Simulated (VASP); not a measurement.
Set up this calculation in VASP 6.6.1, as the native input.

| Item | Value |
| --- | --- |
| Task | single point |
| Functional | PBE |
| Dispersion | D3(BJ) |
| Potentials or basis | VASP PAW PBE potentials, release 64 (Zr_sv, O) |
| Cutoff | 600 eV |
| k mesh | 4 × 8 × 6 |
| Occupations | gaussian, width 0.1 eV |
| Spin | no spin polarisation |
| Dipole correction | no |
| Further INCAR settings | ALGO = Normal; EDIFF = 1e-06; NBANDS = 60 |

The structure of ZrO2 lies in POSCAR:

```
ZrO2
1.0
    7.2021387123      0.0000000000      0.0000000000
    0.0000000000      3.6010693562      0.0000000000
    0.0000000000      0.0000000000      5.2219630755
Zr O
4 8
Direct
    0.5000000000      0.0000000000      0.0000000000
    0.0000000000      0.0000000000      0.0000000000
    0.2500000000      0.5000000000      0.5000000000
    0.7500000000      0.5000000000      0.5000000000
    0.5000000000      0.5000000000      0.1978981304
    0.0000000000      0.5000000000      0.1978981304
    0.0000000000      0.5000000000      0.6978981304
    0.5000000000      0.5000000000      0.6978981304
    0.2500000000      0.0000000000      0.3021018696
    0.7500000000      0.0000000000      0.3021018696
    0.2500000000      0.0000000000      0.8021018696
    0.7500000000      0.0000000000      0.8021018696
```

One way to write it, as run:

INCAR

```
SYSTEM = ZrO2
  ALGO = Normal
  EDIFF = 1E-6
  ENCUT = 600
  GGA = PE
  GGA_COMPAT = .False.
  ISIF = 2
  ISMEAR = 0
  IVDW = 12
  LASPH = .True.
  LCHARG = .False.
  LREAL = .False.
  LWAVE = .False.
  NBANDS = 60
  NELM = 120
  PREC = Accurate
  SIGMA = 0.1
```

KPOINTS

```
k-points
0
Gamma
  4 8 6
  0 0 0
```

Potentials or basis: VASP PAW PBE potentials, release 64 (Zr_sv, O).

Run with:

```sh
$ cat potpaw_PBE.64/Zr_sv/POTCAR potpaw_PBE.64/O/POTCAR > POTCAR
$ mpirun -np 1 vasp_std > vasp.out
```

It gave:

```json
{
  "Pressure": "0.1 GPa",
  "Largest force": "0.018 eV/Å",
  "Band gap on the k mesh": "4.05 eV",
  "Dispersion energy per atom": "-0.260 eV"
}
```

Run time: 8.8 min on 1 thread of Intel(R) Xeon(R) Platinum 8259CL CPU @ 2.50GHz (Skylake/Cascade Lake), with other jobs on the host, peak memory 0.55 GiB.
